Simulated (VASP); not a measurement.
A run of VASP 6.6.1 is set up as follows.

Contents of INCAR:

```
SYSTEM = Au
PREC     = Accurate       ! precision mode
ENCUT    = 520            ! plane-wave cutoff, eV
EDIFF    = 1E-6           ! SCF threshold, eV
ISMEAR   = -1             ! smearing method
SIGMA    = 0.1            ! smearing width, eV
LREAL    = .False.        ! projectors in reciprocal space
LASPH    = .True.         ! aspherical terms in the spheres
NELM     = 80             ! most SCF steps
ALGO     = Normal         ! electronic algorithm
ISIF     = 2              ! what is computed and relaxed
LWAVE    = .False.        ! write WAVECAR
LCHARG   = .False.        ! write CHGCAR
GGA      = RP             ! functional
NBANDS   = 12             ! bands
```

KPOINTS

```
Automatic mesh
0
Gamma
  18 18 18
  0 0 0
```

Contents of POSCAR:

```
Au
1.0
    2.7790753360      0.0000000000      0.0000000000
    0.0000000000      2.7790753360      0.0000000000
    0.0000000000      0.0000000000      2.7790753360
Au
1
Direct
    0.0000000000      0.0000000000      0.0000000000
```

Potentials or basis: VASP PAW PBE potentials, release 64 (Au).

The run is started by

```console
$ cat potpaw_PBE.64/Au/POTCAR > POTCAR
$ mpirun -np 1 vasp_std > vasp.out
```

Predict the pressure.

-0.1 GPa.

Caveat: the PAW data sets were made with another functional, which shifts forces and pressure a little.
